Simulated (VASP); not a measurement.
**Hg: single point with LDA**

Hg:

```xyz
1
Lattice="0.0000 2.5021 2.5021 2.5021 0.0000 2.5021 2.5021 2.5021 0.0000" Properties=species:S:1:pos:R:3 pbc="T T T"
Hg    0.0000    0.0000    0.0000
```

This cell differs from its parent crystal: functional LDA, strained.

- Program: VASP 6.6.1
- Task: single point
- Functional: LDA
- Potentials or basis: VASP PAW LDA potentials, release 64 (Hg)
- Cutoff: 500 eV
- k mesh: 12 × 12 × 12
- Occupations: gaussian, width 0.05 eV
- Spin: no spin polarisation
- Dipole correction: no
- Further INCAR settings: ALGO = Normal; EDIFF = 1e-06; NBANDS = 12

```yaml
Pressure: -4.2 GPa
Band_gap_on_the_k_mesh: zero (band 6 reaches 0.00 eV, above the bottom of band 7 at -0.04 eV)
```

Levels at points of the mesh, in eV from the Fermi level:
```
           k point  band 2  band 3  band 4  band 5  band 6  band 7  band 8  band 9  band 10  band 11
(0.00, 0.00, 0.00)   -5.72   -5.72   -5.72   -5.37   -5.37   12.67   12.67   12.67    13.34    16.37
(0.50, 0.00, 0.00)   -5.72   -5.72   -5.06   -5.06   -1.57   -0.07   10.71   10.71    12.64    14.98
(0.50, 0.50, 0.00)   -6.17   -5.08   -4.98   -4.98   -0.03    1.00    6.64    6.64    10.06    11.55
```

Run time: 8 s on 1 thread of Intel(R) Xeon(R) 6975P-C (Granite Rapids), on a shared host, peak memory 0.15 GiB.

Caveat: the cell differs from its parent crystal (functional LDA, strained); spin-orbit coupling is left out, which moves the levels of the heavy elements.
